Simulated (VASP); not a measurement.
A run of VASP 6.6.1:

The input INCAR:

```
PREC = Accurate ; ENCUT = 520
EDIFF = 1E-7 ; ISMEAR = -1
SIGMA = 0.1 ; LREAL = F
LASPH = T ; NELM = 80
ALGO = Normal ; ISIF = 2
LWAVE = F ; LCHARG = F
GGA = PE ; IBRION = 2
NSW = 45 ; EDIFFG = -0.08
```

File KPOINTS:

```
regular mesh
0
Gamma
  3 2 3
```

File POSCAR:

```
Mg12H
1.0
    6.4200000000      0.0000000000      0.0000000000
   -4.8150000000      8.3398250000      0.0000000000
    0.0000000000      0.0000000000      5.2130400000
Mg H
12 1
Direct
    0.0000000000      0.0000000000      0.0000000000
    0.1666667000      0.2222222000      0.5000000000
    0.0000000000      0.3333333000      0.0000000000
    0.1666667000      0.5555556000      0.5000000000
    0.0000000000      0.6666667000      0.0000000000
    0.1666667000      0.8888889000      0.5000000000
    0.5000000000      0.0000000000      0.0000000000
    0.6666667000      0.2222222000      0.5000000000
    0.5000000000      0.3333333000      0.0000000000
    0.6666667000      0.5555556000      0.5000000000
    0.5000000000      0.6666667000      0.0000000000
    0.6666667000      0.8888889000      0.5000000000
    0.3392843000      0.1134750000      0.2547381000
```

Potentials or basis: VASP PAW PBE potentials, release 64 (Mg, H).

Command:

```sh
$ cat potpaw_PBE.64/Mg/POTCAR potpaw_PBE.64/H/POTCAR > POTCAR
$ mpirun -np 1 vasp_std > vasp.out
```

Hardware: 1 thread of Intel(R) Xeon(R) Platinum 8375C CPU @ 2.90GHz (Ice Lake), on a shared host.

How long does it take, and how much memory?

Run time: 91 s on 1 thread of Intel(R) Xeon(R) Platinum 8375C CPU @ 2.90GHz (Ice Lake), on a shared host, peak memory 0.35 GiB. Counts: scf iterations 15, k points 10, ion steps 1.
